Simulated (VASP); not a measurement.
A run of VASP 6.6.1 is set up as follows.

Contents of INCAR:

```
SYSTEM = CsCl
ALGO     = Normal         ! electronic algorithm
EDIFF    = 1E-6           ! SCF threshold, eV
ENCUT    = 500            ! plane-wave cutoff, eV
GGA      = PE             ! functional
GGA_COMPAT= .False.      
ISIF     = 2              ! what is computed and relaxed
ISMEAR   = 0              ! smearing method
LASPH    = .True.         ! aspherical terms in the spheres
LCHARG   = .False.        ! write CHGCAR
LREAL    = .False.        ! projectors in reciprocal space
LWAVE    = .False.        ! write WAVECAR
NBANDS   = 15             ! bands
NELM     = 120            ! most SCF steps
PREC     = Accurate       ! precision mode
SIGMA    = 0.01           ! smearing width, eV
```

KPOINTS

```
k-points
0
Gamma
  4 4 4
  0 0 0
```

File POSCAR:

```
CsCl
1.0
    4.1368323970      0.0000000000      0.0000000000
    0.0000000000      4.1368323970      0.0000000000
    0.0000000000      0.0000000000      4.1368323970
Cs Cl
1 1
Direct
    0.0000000000      0.0000000000      0.0000000000
    0.5000000000      0.5000000000      0.5000000000
```

Potentials or basis: VASP PAW PBE potentials, release 64 (Cs_sv, Cl).

The run is started by

```sh
$ cat potpaw_PBE.64/Cs_sv/POTCAR potpaw_PBE.64/Cl/POTCAR > POTCAR
$ mpirun -np 1 vasp_std > vasp.out
```

**Question.** What does it give for the band gap on the k mesh?

**Answer.** 5.21 eV.

**Question.** Estimate the pressure.

**Answer.** 0.8 GPa.

Caveat: spin-orbit coupling is left out, which moves the levels of the heavy elements.
